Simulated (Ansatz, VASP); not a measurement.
# Ge in VASP and in Ansatz

```
Ge
1.0
    -1.70113    1.70113    1.70113
     1.70113   -1.70113    1.70113
     1.70113    1.70113   -1.70113
Ge
1
Direct
  0.00000 0.00000 0.00000
```

Alike in both runs: task single point; functional revPBE; k mesh 15 × 15 × 15; occupations fermi-dirac, width 0.1 eV; no spin polarisation.

|  | VASP | Ansatz |
| --- | --- | --- |
| version | VASP 6.6.1 | Ansatz 0.2.0 |
| potentials or method | VASP PAW PBE potentials, release 64 (Ge_d), cutoff 520 eV | plane waves (420 eV) with PAW, scalar-relativistic |
| valence electrons in the cell | 14 | 14 |

```csv
,VASP,Ansatz,Ansatz less VASP
pressure (GPa),-0.4,-0.4,-0.01
```

VASP's potentials were made for PBE, not for revPBE.
